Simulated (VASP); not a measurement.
# Zn4C (P-43m) in VASP: further runs

Runs on Zn4C. Level: PBE. Tasks: single point, relaxation of cell and atoms.

All numbers are computed with VASP 6.6.1; they aren't measurements. Logs are shortened: lines on timing, memory, paths and dates and some standing lists are left out, and cuts for length are marked.

### Step 1. The cell of the first run

The structure is cubic, space group P-43m (No. 215). Conventional cell: a = 4.200 Å, b = 4.200 Å, c = 4.200 Å, α = 90.00°, β = 90.00°, γ = 90.00°. Within 2.7 Å of Zn (site symmetry 3m) lie 1 C at 2.00 Å and 3 Zn at 2.67 Å. Within 2.7 Å of C (site symmetry -43m) lie 4 Zn at 2.00 Å.

### Step 2. Single point, PBE

The input, INCAR:

```
PREC = Accurate
ENCUT = 520
EDIFF = 1E-6
ISMEAR = 0
SIGMA = 0.1
LREAL = False
LASPH = True
NELM = 100
ALGO = Normal
ISIF = 2
LWAVE = False
LCHARG = True
GGA = PE
LELF = True
LVHAR = True
NBANDS = 34
```

The input, KPOINTS:

```
regular mesh
0
Gamma
  4 4 4
```

The input, POSCAR:

```
Zn4C
1.0
    4.1997048894      0.0000000000      0.0000000000
    0.0000000000      4.1997048894      0.0000000000
    0.0000000000      0.0000000000      4.1997048894
Zn C
4 1
Direct
    0.2754175021      0.7245824979      0.7245824979
    0.7245824979      0.2754175021      0.7245824979
    0.7245824979      0.7245824979      0.2754175021
    0.2754175021      0.2754175021      0.2754175021
    0.0000000000      0.0000000000      0.0000000000
```

Potentials or basis: VASP PAW PBE potentials, release 64 (Zn, C).

Launch:

```console
> cat potpaw_PBE.64/Zn/POTCAR potpaw_PBE.64/C/POTCAR > POTCAR
> mpirun -np 1 vasp_std > vasp.out
```

OUTCAR:

```text
PREC = Accurate
   ENCUT = 520
   EDIFF = 1E-6
   ISMEAR = 0
   LREAL = False
   LASPH = True
   NELM = 100
   ISIF = 2
   GGA = PE

 ion  position               nearest neighbor table
   1  0.275  0.725  0.725-   5 2.00   3 2.67   4 2.67   2 2.67   2 2.98   4 2.98   3 2.98   4 2.98
                             2 2.98   3 2.98
   2  0.725  0.275  0.725-   5 2.00   3 2.67   4 2.67   1 2.67   1 2.98   4 2.98   3 2.98   4 2.98
                             1 2.98   3 2.98
   3  0.725  0.725  0.275-   5 2.00   2 2.67   4 2.67   1 2.67   1 2.98   4 2.98   2 2.98   4 2.98
                             1 2.98   2 2.98
   4  0.275  0.275  0.275-   5 2.00   2 2.67   3 2.67   1 2.67   1 2.98   2 2.98   1 2.98   3 2.98
                             2 2.98   3 2.98
   5  0.000  0.000  0.000-   1 2.00   2 2.00   3 2.00   4 2.00

  LATTYP: Found a simple cubic cell.
 ALAT       =     4.1997048894

  Lattice vectors:

 A1 = (   4.1997048894,   0.0000000000,   0.0000000000)
 A2 = (   0.0000000000,   4.1997048894,   0.0000000000)
 A3 = (   0.0000000000,   0.0000000000,   4.1997048894)

Analysis of symmetry for initial positions (statically):
=====================================================================
 Subroutine PRICEL returns:
 Original cell was already a primitive cell.

 Routine SETGRP: Setting up the symmetry group for a
 simple cubic supercell.

 Subroutine GETGRP returns: Found 24 space group operations
 (whereof 24 operations were pure point group operations)
 out of a pool of 48 trial point group operations.

The static configuration has the point symmetry T_d .

Analysis of symmetry for dynamics (positions and initial velocities):
=====================================================================
 Subroutine PRICEL returns:
 Original cell was already a primitive cell.

 Routine SETGRP: Setting up the symmetry group for a
 simple cubic supercell.

 Subroutine GETGRP returns: Found 24 space group operations
 (whereof 24 operations were pure point group operations)
 out of a pool of 48 trial point group operations.

The dynamic configuration has the point symmetry T_d .

 Subroutine INISYM returns: Found 24 space group operations
 (whereof 24 operations are pure point group operations),
 and found     1 'primitive' translations

----------------------------------------------------------------------------------------

                                     Primitive cell

  volume of cell :      74.0724

  direct lattice vectors                    reciprocal lattice vectors
     4.199704889  0.000000000  0.000000000     0.238111969  0.000000000  0.000000000
     0.000000000  4.199704889  0.000000000     0.000000000  0.238111969  0.000000000
     0.000000000  0.000000000  4.199704889     0.000000000  0.000000000  0.238111969

  length of vectors
     4.199704889  4.199704889  4.199704889     0.238111969  0.238111969  0.238111969

  position of ions in fractional coordinates (direct lattice)
     0.275417502  0.724582498  0.724582498
     0.724582498  0.275417502  0.724582498
     0.724582498  0.724582498  0.275417502
     0.275417502  0.275417502  0.275417502
     0.000000000  0.000000000  0.000000000

  ion indices of the primitive-cell ions
   primitive index   ion index
                 1           1
                 2           2
                 3           3
                 4           4
                 5           5

----------------------------------------------------------------------------------------

 KPOINTS: regular mesh

Automatic generation of k-mesh.
 Grid dimensions read from file:
 generate k-points for:    4    4    4

 Generating k-lattice:

  Cartesian coordinates                     Fractional coordinates (reciprocal lattice)
     0.059527992  0.000000000  0.000000000     0.250000000  0.000000000  0.000000000
     0.000000000  0.059527992  0.000000000     0.000000000  0.250000000  0.000000000
     0.000000000  0.000000000  0.059527992     0.000000000  0.000000000  0.250000000

  Length of vectors
     0.059527992  0.059527992  0.059527992

  Shift w.r.t. Gamma in fractional coordinates (k-lattice)
     0.000000000  0.000000000  0.000000000

 Subroutine IBZKPT returns following result:
 ===========================================

 Found     10 irreducible k-points:

 Following reciprocal coordinates:
            Coordinates               Weight
  0.000000  0.000000  0.000000      1.000000
  0.250000  0.000000  0.000000      6.000000
  0.500000  0.000000  0.000000      3.000000
  0.250000  0.250000  0.000000     12.000000
  0.500000  0.250000  0.000000     12.000000
  0.500000  0.500000  0.000000      3.000000
  0.250000  0.250000  0.250000      8.000000
  0.500000  0.250000  0.250000     12.000000
  0.500000  0.500000  0.250000      6.000000
  0.500000  0.500000  0.500000      1.000000
   k-points           NKPTS =     10   k-points in BZ     NKDIM =     10   number of bands    NBANDS=     34
   number of dos      NEDOS =    301   number of ions     NIONS =      5
   total plane-waves  NPLWV =  32768
   dimension x,y,z NGX =    32 NGY =   32 NGZ =   32
   dimension x,y,z NGXF=    64 NGYF=   64 NGZF=   64
   ions per type =               4   1
   NGX,Y,Z   is equivalent  to a cutoff of  12.67, 12.67, 12.67 a.u.
   NGXF,Y,Z  is equivalent  to a cutoff of  25.33, 25.33, 25.33 a.u.
 SYSTEM =  unknown system
   PREC   = accura    normal or accurate (medium, high low for compatibility)
   ISTART =      0    job   : 0-new  1-cont  2-samecut
   ICHARG =      2    charge: 1-file 2-atom 10-const
   ISPIN  =      1    spin polarized calculation?
   LNONCOLLINEAR =      F non collinear calculations
   LSORBIT =      F    spin-orbit coupling
   LASPH  =      T    aspherical Exc in radial PAW
   ENCUT  =  520.0 eV  38.22 Ry    6.18 a.u.   7.81  7.81  7.81*2*pi/ulx,y,z
   NELM   =    100;   NELMIN=  2; NELMDL= -5     # of ELM steps
   EDIFF  = 0.1E-05   stopping-criterion for ELM
   LREAL  =      F    real-space projection
   EDIFFG = 0.1E-04   stopping-criterion for IOM
   NSW    =      0    number of steps for IOM
   IBRION =     -1    ionic relax: 0-MD 1-quasi-New 2-CG
   NFREE  =      0    steps in history (QN), initial steepest desc. (CG)
   ISIF   =      2    stress and relaxation
   ISYM   =      2    0-nonsym 1-usesym 2-fastsym
   POTIM  = 0.5000    time-step for ionic-motion
   TEBEG  =    0.0;   TEEND  =   0.0 temperature during run
   PSTRESS=    0.0 pullay stress
   NELECT =      52.0000    total number of electrons
   NUPDOWN=      -1.0000    fix difference up-down
   EMIN   =  10.00;   EMAX   =-10.00  energy-range for DOS
   EFERMI =   0.00;   METHOD = LEGACY
   ISMEAR =     0;   SIGMA  =   0.10  broadening in eV -4-tet -1-fermi 0-gaus
   EFERMI_NEDOS =   21; number of points for ismear=-14 and -15
   IALGO  =     38    algorithm
   IMIX   =      4    mixing-type and parameters
     AMIX     =   0.40;   BMIX     =  1.00
     AMIX_MAG =   1.60;   BMIX_MAG =  1.00
  volume/ion in A,a.u.               =      14.81        99.97
  Fermi-wavevector in a.u.,A,eV,Ry     =   1.454980  2.749514 28.803102  2.116968
  Thomas-Fermi vector in A             =   2.572068
   LORBIT       =      0    0 simple, 1 ext, 2 COOP (PROOUT), +10 PAW based schemes
   GGA     = PE    functional components
   LHFCALC =     F    Hartree Fock is set to
   AEXX    =    0.0000 exact exchange contribution
   IVDW    =     0    specifies the selected vdW correction
   LEPSILON=     F    determine dielectric tensor
   LRPA    =     F    only Hartree local field effects (RPA)
 non-spin polarized calculation
 Gauss-broadening in eV      SIGMA  =   0.10
  energy-cutoff  :      520.00
  volume of cell :       74.07
 maximum number of plane-waves:      2012
 NGX is ok and might be reduce to    32
   NGX = 15   NGY = 15   NGZ = 15

 number of electron      52.0000001 magnetization

 Free energy of the ion-electron system (eV)
  ---------------------------------------------------
  ext. energy  EPLUGINS =         0.00000000
  ---------------------------------------------------
  free energy    TOTEN  =       -10.79225926 eV

  energy without entropy =      -10.77832669  energy(sigma->0) =      -10.78529298

 E-fermi :   2.6255     XC(G=0): -11.1132

 val. band max:        2.5555630729   @ k =   0.5000   0.5000   0.2500
 cond. band min:       2.6799958500   @ k =   0.2500   0.0000   0.0000
 fundamental gap:      0.1244327771
 Fermi energy:         2.6255073311

 k-point     1 :       0.0000    0.0000    0.0000
  band No.  band energies     occupation
      1      -9.3601      2.00000
      2      -5.3545      2.00000
      3      -5.3545      2.00000
      4      -5.3545      2.00000
      5      -5.3483      2.00000
      6      -5.1240      2.00000
[... 26 lines left out ...]
     33      10.2477      0.00000
     34      10.2477      0.00000

 k-point     2 :       0.2500    0.0000    0.0000
  band No.  band energies     occupation
      1      -9.0929      2.00000
      2      -5.5074      2.00000
      3      -5.2207      2.00000
      4      -5.2207      2.00000
      5      -5.1820      2.00000
      6      -5.0522      2.00000
[... 26 lines left out ...]
     33       9.3679      0.00000
     34      10.3624      0.00000

 k-point     3 :       0.5000    0.0000    0.0000
  band No.  band energies     occupation
      1      -8.7556      2.00000
      2      -5.8055      2.00000
      3      -5.0233      2.00000
      4      -5.0233      2.00000
      5      -5.0032      2.00000
      6      -4.8922      2.00000
[... 26 lines left out ...]
     33       9.5038      0.00000
     34      11.3147      0.00000

 k-point     4 :       0.2500    0.2500    0.0000
  band No.  band energies     occupation
      1      -8.8802      2.00000
      2      -5.4677      2.00000
      3      -5.1746      2.00000
      4      -5.1697      2.00000
      5      -5.0517      2.00000
      6      -4.9838      2.00000
[... 26 lines left out ...]
     33       9.9053      0.00000
     34      10.4647      0.00000

 k-point     5 :       0.5000    0.2500    0.0000
  band No.  band energies     occupation
      1      -8.6305      2.00000
      2      -5.5905      2.00000
      3      -4.9993      2.00000
      4      -4.9801      2.00000
      5      -4.9147      2.00000
      6      -4.8702      2.00000
[... 26 lines left out ...]
     33       9.4456      0.00000
     34       9.4727      0.00000

 k-point     6 :       0.5000    0.5000    0.0000
  band No.  band energies     occupation
      1      -8.4955      2.00000
      2      -5.4523      2.00000
      3      -4.9305      2.00000
      4      -4.9305      2.00000
      5      -4.8883      2.00000
      6      -4.8418      2.00000
[... 26 lines left out ...]
     33       9.9185      0.00000
     34       9.9185      0.00000

 k-point     7 :       0.2500    0.2500    0.2500
  band No.  band energies     occupation
      1      -8.7223      2.00000
      2      -5.4278      2.00000
      3      -5.1199      2.00000
      4      -5.1199      2.00000
      5      -5.0384      2.00000
      6      -4.9310      2.00000
[... 26 lines left out ...]
     33       9.3611      0.00000
     34      11.5233      0.00000

 k-point     8 :       0.5000    0.2500    0.2500
  band No.  band energies     occupation
      1      -8.5488      2.00000
      2      -5.4357      2.00000
      3      -5.0693      2.00000
      4      -5.0332      2.00000
      5      -5.0039      2.00000
      6      -4.8984      2.00000
[... 26 lines left out ...]
     33      10.9122      0.00000
     34      11.6903      0.00000

 k-point     9 :       0.5000    0.5000    0.2500
  band No.  band energies     occupation
      1      -8.4647      2.00000
      2      -5.2965      2.00000
      3      -5.1394      2.00000
      4      -5.1394      2.00000
      5      -4.9935      2.00000
      6      -4.8808      2.00000
[... 26 lines left out ...]
     33      12.3677      0.00000
     34      12.3677      0.00000

 k-point    10 :       0.5000    0.5000    0.5000
  band No.  band energies     occupation
      1      -8.4344      2.00000
      2      -5.2599      2.00000
      3      -5.2599      2.00000
      4      -5.2599      2.00000
      5      -4.9254      2.00000
      6      -4.9254      2.00000
[... 26 lines left out ...]
     33      14.9314      0.00000
     34      14.9314      0.00000

------------------------ aborting loop because EDIFF is reached ----------------------------------------

  FORCE on cell =-STRESS in cart. coord.  units (eV):
  Direction    XX          YY          ZZ          XY          YZ          ZX
  --------------------------------------------------------------------------------------
  -------------------------------------------------------------------------------------
  Total        0.1205347      0.1205347      0.1205347      0.0000000     -0.0000000      0.0000000
  in kB        2.6071530      2.6071530      2.6071530      0.0000000     -0.0000000      0.0000000
  external PRESSURE =       2.6071530 kB  Pullay stress =       0.0000000 kB

 VOLUME and BASIS-vectors are now :
 -----------------------------------------------------------------------------
  energy-cutoff  :      520.00
  volume of cell :       74.07
      direct lattice vectors                 reciprocal lattice vectors
     4.199704889  0.000000000  0.000000000     0.238111969  0.000000000  0.000000000
     0.000000000  4.199704889  0.000000000     0.000000000  0.238111969  0.000000000
     0.000000000  0.000000000  4.199704889     0.000000000  0.000000000  0.238111969

 POSITION                                       TOTAL-FORCE (eV/Angst)
 -----------------------------------------------------------------------------------
      1.15667      3.04303      3.04303         0.015149     -0.015149     -0.015149
      3.04303      1.15667      3.04303        -0.015149      0.015149     -0.015149
      3.04303      3.04303      1.15667        -0.015149     -0.015149      0.015149
      1.15667      1.15667      1.15667         0.015149      0.015149      0.015149
      0.00000      0.00000      0.00000        -0.000000     -0.000000      0.000000
 -----------------------------------------------------------------------------------
    total drift:                                0.000000      0.000000      0.000000

  FREE ENERGIE OF THE ION-ELECTRON SYSTEM (eV)
  ---------------------------------------------------
  free  energy   TOTEN  =       -10.7922592586 eV

  energy  without entropy=      -10.7783266927  energy(sigma->0) =      -10.78529298
```

Run time: 14 s. Hardware: 1 thread of AMD EPYC 9R45 (Zen 5), shared host; peak memory 0.15 GiB.

Results:

* Free energy: -10.7923 eV
* Pressure: 0.3 GPa
* Largest force: 0.026 eV/Å
* Band gap on the k mesh: zero (band 26 reaches 3.92 eV, above the bottom of band 27 at 0.18 eV)

Forces on the atoms (eV/Å):
```
Zn   0.015 -0.015 -0.015
Zn  -0.015  0.015 -0.015
Zn  -0.015 -0.015  0.015
Zn   0.015  0.015  0.015
C    0.000  0.000  0.000
```

Levels at points of the mesh, in eV from the Fermi level:
| k point | band 22 | band 23 | band 24 | band 25 | band 26 | band 27 | band 28 | band 29 | band 30 | band 31 |
| --- | --- | --- | --- | --- | --- | --- | --- | --- | --- | --- |
| (0.00, 0.00, 0.00) | -5.87 | -2.08 | -2.08 | -2.08 | -0.58 | -0.58 | 3.34 | 3.34 | 3.34 | 5.51 |
| (0.50, 0.00, 0.00) | -6.68 | -2.16 | -1.83 | -1.83 | -1.60 | 1.61 | 2.62 | 2.62 | 2.66 | 5.78 |
| (0.50, 0.50, 0.00) | -5.24 | -5.24 | -5.06 | -1.47 | 1.29 | 1.29 | 1.54 | 3.50 | 4.11 | 4.70 |
| (0.50, 0.50, 0.50) | -3.79 | -3.79 | -3.79 | -3.24 | -2.44 | -2.44 | -2.44 | 5.30 | 5.30 | 5.30 |

Caveat: the k points lie up to 0.37 Å⁻¹ apart.

### Step 3. Single point, PBE

This run uses another cell than the first one, of 17.54 Å³/atom, 1.184 times its volume.

The input, INCAR:

```
SYSTEM = Zn4C
ALGO = Normal
EDIFF = 1E-6
ENCUT = 520
GGA = PE
ISIF = 2
ISMEAR = 0
LASPH = .True.
LCHARG = .False.
LREAL = .False.
LWAVE = .False.
NBANDS = 34
NELM = 80
PREC = Accurate
SIGMA = 0.1
```

The input, KPOINTS:

```
k-points
0
Gamma
  4 4 4
  0 0 0
```

The input, POSCAR:

```
Zn4C
1.0
    4.4425494900      0.0000000000      0.0000000000
    0.0000000000      4.4425494900      0.0000000000
    0.0000000000      0.0000000000      4.4425494900
Zn C
4 1
Direct
    0.2437810800      0.7562189200      0.7562189200
    0.7562189200      0.2437810800      0.7562189200
    0.7562189200      0.7562189200      0.2437810800
    0.2437810800      0.2437810800      0.2437810800
    0.0000000000      0.0000000000      0.0000000000
```

Potentials or basis: VASP PAW PBE potentials, release 64 (Zn, C).

Launch:

```console
> cat potpaw_PBE.64/Zn/POTCAR potpaw_PBE.64/C/POTCAR > POTCAR
> mpirun -np 1 vasp_std > vasp.out
```

Run time: 19 s. Hardware: 1 thread of AMD EPYC 9R45 (Zen 5), shared host; peak memory 0.17 GiB.

The run converged. Its results:

```
Free energy            : -9.6772 eV
Pressure               : 1.4 GPa
Largest force          : 2.242 eV/Å
Band gap on the k mesh : zero (band 26 reaches 2.44 eV, above the bottom of band 27 at -0.08 eV)
```

Forces in eV/Å, atoms in the order of the input:
```
Zn   1.295 -1.295 -1.295
Zn  -1.295  1.295 -1.295
Zn  -1.295 -1.295  1.295
Zn   1.295  1.295  1.295
C    0.000  0.000  0.000
```

Levels at points of the mesh, in eV from the Fermi level:
```
           k point  band 24  band 25  band 26  band 27  band 28  band 29
(0.00, 0.00, 0.00)    -2.58    -2.58    -0.45    -0.45     2.76     2.76
(0.50, 0.00, 0.00)    -2.40    -2.07    -1.11     1.67     2.04     2.20
(0.50, 0.50, 0.00)    -3.69    -2.03     0.70     1.06     1.06     3.76
(0.50, 0.50, 0.50)    -4.10    -1.82    -1.82    -1.82    -1.58     4.03
```

Caveat: forces of over 1 eV/Å act on the atoms, so gaps and moduli don't describe the material at rest.

### Step 4. Relaxation of cell and atoms, PBE

This run uses another cell than the first one, of 17.54 Å³/atom, 1.184 times its volume.

The input, INCAR:

```
SYSTEM = Zn4C
ALGO = Normal ; EDIFF = 1E-7
EDIFFG = -0.04 ; ENCUT = 600
GGA = PE ; IBRION = 2
ISIF = 3 ; ISMEAR = 0
LASPH = .True. ; LCHARG = .False.
LREAL = .False. ; LWAVE = .False.
NELM = 100 ; NSW = 90
PREC = Accurate ; SIGMA = 0.1
```

KPOINTS is that of step 3.

POSCAR is that of step 3.

Launch:

```console
> cat potpaw_PBE.64/Zn/POTCAR potpaw_PBE.64/C/POTCAR > POTCAR
> mpirun -np 1 vasp_std > vasp.out
```

Wall time 2 min (1 thread of AMD EPYC 9R45 (Zen 5), shared host); peak memory 0.19 GiB.

Results (log left out):

```yaml
Free_energy: -10.7981 eV
Relaxed_volume: 14.94 Å³/atom
Relaxed_cell: a = 4.211 Å, b = 4.211 Å, c = 4.211 Å, α = 90.00°, β = 90.00°, γ = 90.00°
Space_group_after_relaxing_to_0.05_Å: P-43m (No. 215)
Energy_gained_by_relaxing: 224.1 meV/atom
Ionic_steps: 8
Pressure_after_relaxing: -0.4 GPa
Largest_force_after_relaxing: 0.020 eV/Å
Band_gap_on_the_k_mesh: zero (band 26 reaches 3.86 eV, above the bottom of band 27 at 0.14 eV)
```

Forces on the atoms (eV/Å):
```
Zn   0.012 -0.012 -0.012
Zn  -0.012  0.012 -0.012
Zn  -0.012 -0.012  0.012
Zn   0.012  0.012  0.012
C    0.000  0.000  0.000
```

The path:
| step | energy change (eV) | largest force (eV/Å) | pressure (GPa) | volume (Å³) |
| --- | --- | --- | --- | --- |
| 1 | 0.0000 | 2.2405 | 1.33 | 87.68 |
| 2 | -0.5509 | 0.5893 | -6.05 | 89.53 |
| 3 | -0.5803 | 0.1908 | -7.73 | 90.18 |
| 4 | -1.0403 | 0.0467 | -4.31 | 79.64 |
| 5 | -1.1141 | 0.2126 | -0.94 | 74.83 |
| 6 | -1.1139 | 0.1890 | -1.19 | 75.12 |
| 7 | -1.1201 | 0.0816 | -0.14 | 74.56 |
| 8 | -1.1207 | 0.0201 | -0.40 | 74.69 |

Final structure:
```xyz
5
Lattice="4.2113 0.0000 0.0000 0.0000 4.2113 0.0000 0.0000 0.0000 4.2113" Properties=species:S:1:pos:R:3 pbc="T T T"
Zn    1.1590    3.0523    3.0523
Zn    3.0523    1.1590    3.0523
Zn    3.0523    3.0523    1.1590
Zn    1.1590    1.1590    1.1590
C     0.0000    0.0000    0.0000
```

Levels at points of the mesh, in eV from the Fermi level:
| k point | band 23 | band 24 | band 25 | band 26 | band 27 | band 28 | band 29 | band 30 |
| --- | --- | --- | --- | --- | --- | --- | --- | --- |
| (0.00, 0.00, 0.00) | -2.08 | -2.08 | -2.08 | -0.56 | -0.56 | 3.31 | 3.31 | 3.31 |
| (0.50, 0.00, 0.00) | -2.17 | -1.83 | -1.83 | -1.59 | 1.61 | 2.59 | 2.59 | 2.65 |
| (0.50, 0.50, 0.00) | -5.22 | -5.04 | -1.47 | 1.28 | 1.28 | 1.51 | 3.49 | 4.07 |
| (0.50, 0.50, 0.50) | -3.77 | -3.77 | -3.23 | -2.43 | -2.43 | -2.43 | 5.25 | 5.25 |

(Part 1 of 2 ends here.)
